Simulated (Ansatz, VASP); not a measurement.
One calculation of PbS, two programs

```
Pb S
1.0
     0.00000    2.92749    2.92749
     2.92749    0.00000    2.92749
     2.92749    2.92749    0.00000
Pb S
1 1
Direct
  0.00000 0.00000 0.00000
  0.50000 0.50000 0.50000
```

Change from the starting cell: hydrostatic strain -2.0%.

Alike in both runs: task single point; functional r2SCAN; k mesh 8 × 8 × 8; occupations fermi-dirac, width 0.02 eV; non-collinear spin, spin-orbit coupling.

|  | VASP | Ansatz |
| --- | --- | --- |
| version | VASP 6.6.1 | Ansatz 0.2.0 |
| potentials or method | VASP PAW PBE potentials, release 64 (Pb_d, S) | plane waves, PAW |
| plane-wave cutoff (eV) | 520 | 500 |
| valence electrons in the cell | 20 | 20 |

|  | VASP | Ansatz | Ansatz less VASP |
| --- | --- | --- | --- |
| pressure (GPa) | 3.6 | 3.3 | -0.29 |
| net moment per atom (μB) | 0.00 | 0.00 | 0.000 |

VASP's potentials were made for PBE, not for r2SCAN.
